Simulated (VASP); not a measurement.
# Al8CN8O in VASP: notebook

The runs below take Al8CN8O through single point, with PBE+D3(BJ).

All numbers are computed with VASP 6.6.1; they aren't measurements. Logs are shortened: lines on timing, memory, paths and dates and some standing lists are left out, and cuts for length are marked.

**1. The cell of the first run**

The cell holds a slab with vacuum, 18 atoms: a = 6.218 Å, b = 4.978 Å, c = 22.511 Å, α = 90.00°, β = 90.00°, γ = 90.00°.

**2. Single point, PBE+D3(BJ)**

Contents of INCAR:

```
  ALGO = Normal
  DIPOL = 0.5 0.5 0.283
  EDIFF = 1E-7
  ENCUT = 520
  GGA = PE
  IDIPOL = 3
  ISIF = 2
  ISMEAR = 0
  IVDW = 12
  LASPH = True
  LCHARG = False
  LDIPOL = True
  LREAL = Auto
  LWAVE = False
  NBANDS = 52
  NELM = 100
  PREC = Accurate
  SIGMA = 0.05
```

Contents of KPOINTS:

```
k-points
0
Gamma
  5 6 1
```

Contents of POSCAR:

```
Al8CN8O
1.0
    6.2178778036      0.0000000000      0.0000000000
    0.0000000000      4.9778061990      0.0000000000
    0.0000000000      0.0000000000     22.5112415694
Al N O C
8 8 1 1
Direct
    0.0000000000      0.9984444692      0.1776889999
    0.5000000000      0.9984444692      0.1776889999
    0.2500000000      0.4984444692      0.2175567856
    0.7500000000      0.4984444692      0.2175567856
    0.2500000000      0.9927115318      0.3022344925
    0.7500000000      0.9927115318      0.3022344925
    0.0000000000      0.4640676857      0.3273535400
    0.5000000000      0.4640676857      0.3273535400
    0.0000000000      0.6165555308      0.1776889999
    0.5000000000      0.6165555308      0.1776889999
    0.2500000000      0.1165555308      0.2175567856
    0.7500000000      0.1165555308      0.2175567856
    0.2500000000      0.6144481549      0.3009744962
    0.7500000000      0.6144481549      0.3009744962
    0.0000000000      0.1109285716      0.3358873630
    0.5000000000      0.1109285716      0.3358873630
    0.0000000000      0.3609285716      0.4647118879
    0.0000000000      0.3609285716      0.5157974754
```

Potentials or basis: VASP PAW PBE potentials, release 64 (Al, N, O, C).

Command:

```sh
$ cat potpaw_PBE.64/Al/POTCAR potpaw_PBE.64/N/POTCAR potpaw_PBE.64/O/POTCAR potpaw_PBE.64/C/POTCAR > POTCAR
$ mpirun -np 1 vasp_std > vasp.out
```

OUTCAR:

```text
EDIFF = 1E-7
   ENCUT = 520
   GGA = PE
   ISIF = 2
   ISMEAR = 0
   IVDW = 12
   LASPH = True
   LREAL = Auto
   NELM = 100
   PREC = Accurate
 IVDW          = 12

 ion  position               nearest neighbor table
   1  0.000  0.998  0.178-  11 1.89  12 1.89   9 1.90   4 3.07   3 3.07   3 3.07   4 3.07   2 3.11
                             2 3.11   5 3.21   6 3.21
   2  0.500  0.998  0.178-  11 1.89  12 1.89  10 1.90   4 3.07   3 3.07   3 3.07   4 3.07   1 3.11
                             1 3.11   5 3.21   6 3.21
   3  0.250  0.498  0.218-   9 1.89  10 1.89  11 1.90  13 1.96   7 2.92   8 2.92   1 3.07   2 3.07
                             1 3.07   2 3.07   4 3.11   4 3.11   5 3.11   5 3.16
   4  0.750  0.498  0.218-   9 1.89  10 1.89  12 1.90  14 1.96   7 2.92   8 2.92   1 3.07   2 3.07
                             1 3.07   2 3.07   3 3.11   3 3.11   6 3.11   6 3.16
   5  0.250  0.993  0.302-  15 1.83  16 1.83  13 1.88  11 2.00   7 2.87   8 2.87   7 3.11   8 3.11
                             6 3.11   6 3.11   3 3.11   3 3.16   2 3.21   1 3.21
   6  0.750  0.993  0.302-  15 1.83  16 1.83  14 1.88  12 2.00   7 2.87   8 2.87   7 3.11   8 3.11
                             5 3.11   5 3.11   4 3.11   4 3.16   2 3.21   1 3.21
   7  0.000  0.464  0.327-  15 1.77  14 1.82  13 1.82   6 2.87   5 2.87   4 2.92   3 2.92   6 3.11
                             5 3.11   8 3.11   8 3.11
   8  0.500  0.464  0.327-  16 1.77  14 1.82  13 1.82   6 2.87   5 2.87   4 2.92   3 2.92   6 3.11
                             5 3.11   7 3.11   7 3.11
   9  0.000  0.617  0.178-   3 1.89   4 1.89   1 1.90
  10  0.500  0.617  0.178-   3 1.89   4 1.89   2 1.90
  11  0.250  0.117  0.218-   1 1.89   2 1.89   3 1.90   5 2.00
  12  0.750  0.117  0.218-   1 1.89   2 1.89   4 1.90   6 2.00
  13  0.250  0.614  0.301-   7 1.82   8 1.82   5 1.88   3 1.96
  14  0.750  0.614  0.301-   7 1.82   8 1.82   6 1.88   4 1.96
  15  0.000  0.111  0.336-   7 1.77   6 1.83   5 1.83
  16  0.500  0.111  0.336-   8 1.77   6 1.83   5 1.83
  17  0.000  0.361  0.465-  18 1.15
  18  0.000  0.361  0.516-  17 1.15

  LATTYP: Found a simple orthorhombic cell.
 ALAT       =     4.9778061990
 B/A-ratio  =     1.2491201053
 C/A-ratio  =     4.5223218160

  Lattice vectors:

 A1 = (   0.0000000000,  -4.9778061990,   0.0000000000)
 A2 = (   6.2178778036,   0.0000000000,   0.0000000000)
 A3 = (   0.0000000000,   0.0000000000,  22.5112415694)

Analysis of symmetry for initial positions (statically):
=====================================================================
 Subroutine PRICEL returns:
 Original cell was already a primitive cell.

 Routine SETGRP: Setting up the symmetry group for a
 simple orthorhombic supercell.

 Subroutine GETGRP returns: Found  2 space group operations
 (whereof  2 operations were pure point group operations)
 out of a pool of  8 trial point group operations.

The static configuration has the point symmetry C_1h.

Analysis of symmetry for dynamics (positions and initial velocities):
=====================================================================
 Subroutine PRICEL returns:
 Original cell was already a primitive cell.

 Routine SETGRP: Setting up the symmetry group for a
 simple orthorhombic supercell.

 Subroutine GETGRP returns: Found  2 space group operations
 (whereof  2 operations were pure point group operations)
 out of a pool of  8 trial point group operations.

The dynamic configuration has the point symmetry C_1h.

 Subroutine INISYM returns: Found  2 space group operations
 (whereof  2 operations are pure point group operations),
 and found     1 'primitive' translations

----------------------------------------------------------------------------------------

                                     Primitive cell

  volume of cell :     696.7542

  direct lattice vectors                    reciprocal lattice vectors
     6.217877804  0.000000000  0.000000000     0.160826576  0.000000000  0.000000000
     0.000000000  4.977806199  0.000000000     0.000000000  0.200891710  0.000000000
     0.000000000  0.000000000 22.511241569     0.000000000  0.000000000  0.044422250

  length of vectors
     6.217877804  4.977806199 22.511241569     0.160826576  0.200891710  0.044422250

  position of ions in fractional coordinates (direct lattice)
     0.000000000  0.998444469  0.177689000
     0.500000000  0.998444469  0.177689000
     0.250000000  0.498444469  0.217556786
     0.750000000  0.498444469  0.217556786
     0.250000000  0.992711532  0.302234492
     0.750000000  0.992711532  0.302234492
[... 10 lines left out ...]
     0.000000000  0.360928572  0.464711888
     0.000000000  0.360928572  0.515797475

  ion indices of the primitive-cell ions
   primitive index   ion index
                 1           1
                 2           2
                 3           3
                 4           4
                 5           5
                 6           6
[... 10 lines left out ...]
                17          17
                18          18

----------------------------------------------------------------------------------------

 KPOINTS: k-points

Automatic generation of k-mesh.
 Grid dimensions read from file:
 generate k-points for:    5    6    1

 Generating k-lattice:

  Cartesian coordinates                     Fractional coordinates (reciprocal lattice)
     0.032165315  0.000000000  0.000000000     0.200000000  0.000000000  0.000000000
     0.000000000  0.033481952  0.000000000     0.000000000  0.166666667  0.000000000
     0.000000000  0.000000000  0.044422250     0.000000000  0.000000000  1.000000000

  Length of vectors
     0.032165315  0.033481952  0.044422250

  Shift w.r.t. Gamma in fractional coordinates (k-lattice)
     0.000000000  0.000000000  0.000000000

 Subroutine IBZKPT returns following result:
 ===========================================

 Found     12 irreducible k-points:

 Following reciprocal coordinates:
            Coordinates               Weight
  0.000000  0.000000  0.000000      1.000000
  0.200000  0.000000  0.000000      2.000000
  0.400000  0.000000  0.000000      2.000000
  0.000000  0.166667  0.000000      2.000000
  0.200000  0.166667  0.000000      4.000000
  0.400000  0.166667  0.000000      4.000000
  0.000000  0.333333  0.000000      2.000000
  0.200000  0.333333  0.000000      4.000000
  0.400000  0.333333  0.000000      4.000000
  0.000000  0.500000  0.000000      1.000000
  0.200000  0.500000  0.000000      2.000000
  0.400000  0.500000  0.000000      2.000000
   k-points           NKPTS =     12   k-points in BZ     NKDIM =     12   number of bands    NBANDS=     52
   number of dos      NEDOS =    301   number of ions     NIONS =     18
   total plane-waves  NPLWV = 322560
   dimension x,y,z NGX =    48 NGY =   40 NGZ =  168
   dimension x,y,z NGXF=    96 NGYF=   80 NGZF=  336
   ions per type =               8   8   1   1
   NGX,Y,Z   is equivalent  to a cutoff of  12.83, 13.36, 12.41 a.u.
   NGXF,Y,Z  is equivalent  to a cutoff of  25.67, 26.72, 24.81 a.u.
 SYSTEM =  unknown system
   PREC   = accura    normal or accurate (medium, high low for compatibility)
   ISTART =      0    job   : 0-new  1-cont  2-samecut
   ICHARG =      2    charge: 1-file 2-atom 10-const
   ISPIN  =      1    spin polarized calculation?
   LNONCOLLINEAR =      F non collinear calculations
   LSORBIT =      F    spin-orbit coupling
   LASPH  =      T    aspherical Exc in radial PAW
   ENCUT  =  520.0 eV  38.22 Ry    6.18 a.u.  11.56  9.26 41.86*2*pi/ulx,y,z
   NELM   =    100;   NELMIN=  2; NELMDL= -5     # of ELM steps
   EDIFF  = 0.1E-06   stopping-criterion for ELM
   LREAL  =      T    real-space projection
   EDIFFG = 0.1E-05   stopping-criterion for IOM
   NSW    =      0    number of steps for IOM
   IBRION =     -1    ionic relax: 0-MD 1-quasi-New 2-CG
   NFREE  =      0    steps in history (QN), initial steepest desc. (CG)
   ISIF   =      2    stress and relaxation
   ISYM   =      2    0-nonsym 1-usesym 2-fastsym
   POTIM  = 0.5000    time-step for ionic-motion
   TEBEG  =    0.0;   TEEND  =   0.0 temperature during run
   PSTRESS=    0.0 pullay stress
   NELECT =      74.0000    total number of electrons
   NUPDOWN=      -1.0000    fix difference up-down
   EMIN   =  10.00;   EMAX   =-10.00  energy-range for DOS
   EFERMI =   0.00;   METHOD = LEGACY
   ISMEAR =     0;   SIGMA  =   0.05  broadening in eV -4-tet -1-fermi 0-gaus
   EFERMI_NEDOS =   21; number of points for ismear=-14 and -15
   IALGO  =     38    algorithm
   IMIX   =      4    mixing-type and parameters
     AMIX     =   0.40;   BMIX     =  1.00
     AMIX_MAG =   1.60;   BMIX_MAG =  1.00
  volume/ion in A,a.u.               =      38.71       261.22
  Fermi-wavevector in a.u.,A,eV,Ry     =   0.775281  1.465068  8.177916  0.601060
  Thomas-Fermi vector in A             =   1.877515
   LORBIT       =      0    0 simple, 1 ext, 2 COOP (PROOUT), +10 PAW based schemes
   GGA     = PE    functional components
   LHFCALC =     F    Hartree Fock is set to
   AEXX    =    0.0000 exact exchange contribution
   IVDW    =    12    specifies the selected vdW correction
   LEPSILON=     F    determine dielectric tensor
   LRPA    =     F    only Hartree local field effects (RPA)
 non-spin polarized calculation
 Gauss-broadening in eV      SIGMA  =   0.05
  energy-cutoff  :      520.00
  volume of cell :      696.75
 maximum number of plane-waves:     18803
 NGX is ok and might be reduce to    48
   NGX = 23   NGY = 19   NGZ = 83

 dipolmoment           0.000000      0.000000     -0.003555 electrons x Angstroem

 number of electron      73.9999995 magnetization

 dipolmoment           0.000000      0.000000      0.041651 electrons x Angstroem

 Free energy of the ion-electron system (eV)
  ---------------------------------------------------
  ext. energy  EPLUGINS =         0.00000000
  ---------------------------------------------------
  free energy    TOTEN  =      -124.81211299 eV

  energy without entropy =     -124.81211299  energy(sigma->0) =     -124.81211299

 E-fermi :  -1.6930     XC(G=0):  -3.8588

 val. band max:       -1.9790413948   @ k =   0.0000   0.5000   0.0000
 cond. band min:      -0.5363541442   @ k =   0.0000   0.0000   0.0000
 fundamental gap:      1.4426872505
 Fermi energy:        -1.6929747291

 k-point     1 :       0.0000    0.0000    0.0000
  band No.  band energies     occupation
      1     -26.2770      2.00000
      2     -17.2983      2.00000
      3     -16.1331      2.00000
      4     -16.1172      2.00000
      5     -15.2605      2.00000
      6     -14.8546      2.00000
[... 41 lines left out ...]
     48       3.5482      0.00000
     49       3.6533      0.00000

 k-point     2 :       0.2000    0.0000    0.0000
  band No.  band energies     occupation
      1     -26.2769      2.00000
      2     -17.2136      2.00000
      3     -16.2774      2.00000
      4     -16.0648      2.00000
      5     -15.3667      2.00000
      6     -14.8098      2.00000
[... 41 lines left out ...]
     48       3.5979      0.00000
     49       3.6068      0.00000

 k-point     3 :       0.4000    0.0000    0.0000
  band No.  band energies     occupation
      1     -26.2770      2.00000
      2     -16.9734      2.00000
      3     -16.6258      2.00000
      4     -15.8748      2.00000
      5     -15.6121      2.00000
      6     -14.6975      2.00000
[... 457 lines left out ...]
     48       3.9062      0.00000
     49       4.1608      0.00000

 k-point    12 :       0.4000    0.5000    0.0000
  band No.  band energies     occupation
      1     -26.2764      2.00000
      2     -16.5159      2.00000
      3     -16.2576      2.00000
      4     -16.0649      2.00000
      5     -15.7876      2.00000
      6     -14.8962      2.00000
[... 41 lines left out ...]
     48       4.2302      0.00000
     49       4.5887      0.00000
 [bands above 49 left out]

------------------------ aborting loop because EDIFF is reached ----------------------------------------

 vacuum level on the upper side and lower side of the slab       (xc-potential included)         0.055        -0.182

 Edisp (eV)   -2.81709

 E8    (eV) :    -1.1384

  FORCE on cell =-STRESS in cart. coord.  units (eV):
  Direction    XX          YY          ZZ          XY          YZ          ZX
  --------------------------------------------------------------------------------------
  -------------------------------------------------------------------------------------
  Total       5.37388    -3.73375    -6.00957     0.00000     1.87712     0.00000
  in kB      12.35717    -8.58570   -13.81893     0.00000     4.31641     0.00000
  external pressure =       -3.35 kB  Pullay stress =        0.00 kB

 VOLUME and BASIS-vectors are now :
 -----------------------------------------------------------------------------
  energy-cutoff  :      520.00
  volume of cell :      696.75
      direct lattice vectors                 reciprocal lattice vectors
     6.217877804  0.000000000  0.000000000     0.160826576  0.000000000  0.000000000
     0.000000000  4.977806199  0.000000000     0.000000000  0.200891710  0.000000000
     0.000000000  0.000000000 22.511241569     0.000000000  0.000000000  0.044422250

 POSITION                                       TOTAL-FORCE (eV/Angst)
 -----------------------------------------------------------------------------------
      0.00000      4.97006      4.00000         0.000000     -1.581997      2.245043
      3.10894      4.97006      4.00000         0.000000     -1.582848      2.226371
      1.55447      2.48116      4.89747         0.000324      0.802934     -1.856228
      4.66341      2.48116      4.89747        -0.000324      0.802934     -1.856228
      1.55447      4.94153      6.80367        -0.078077     -0.020178     -0.025941
      4.66341      4.94153      6.80367         0.078077     -0.020178     -0.025941
[... 10 lines left out ...]
      0.00000      1.79663     10.46124         0.000000      0.158788      0.754716
      0.00000      1.79663     11.61124         0.000000     -0.046467     -0.701118
 -----------------------------------------------------------------------------------
    total drift:                               -0.000000     -0.006015      0.006716

  FREE ENERGIE OF THE ION-ELECTRON SYSTEM (eV)
  ---------------------------------------------------
  free  energy   TOTEN  =      -127.6292028854 eV

  energy  without entropy=     -127.6292028854  energy(sigma->0) =     -127.62920289

 vacuum level on the upper side and lower side of the slab         3.168         2.922
```

Wall time 12 min (1 thread of Intel Xeon Platinum 8488C (Sapphire Rapids), shared host); peak memory 0.81 GiB.

What came out:

```
Free energy                : -127.6292 eV
Largest force              : 2.746 eV/Å
Band gap on the k mesh     : 1.44 eV (least direct gap 1.46 eV)
Dispersion energy per atom : -0.157 eV
```

Forces on the atoms (eV/Å):
```
Al   0.000 -1.582  2.245
Al   0.000 -1.583  2.226
Al   0.000  0.803 -1.856
Al   0.000  0.803 -1.856
Al  -0.078 -0.020 -0.026
Al   0.078 -0.020 -0.026
Al   0.000 -0.032  0.026
Al   0.000  0.016 -0.041
N    0.000  0.683  0.645
N    0.000  0.683  0.649
N    0.011  0.095 -1.008
N   -0.011  0.095 -1.008
N    0.014  0.020  0.016
N   -0.014  0.020  0.016
N    0.000 -0.086 -0.111
N    0.000 -0.007  0.057
O    0.000  0.159  0.755
C    0.000 -0.046 -0.701
```

Levels at points of the mesh, in eV from the valence-band top:
```csv
k point,band 34,band 35,band 36,band 37,band 38,band 39,band 40,band 41
"(0.00, 0.00, 0.00)",-0.67,-0.24,-0.07,-0.01,1.44,2.68,2.76,3.05
"(0.00, 0.50, 0.00)",-0.48,-0.39,-0.26,0.00,1.92,2.49,2.72,3.09
```

[end of part 1 of 2]
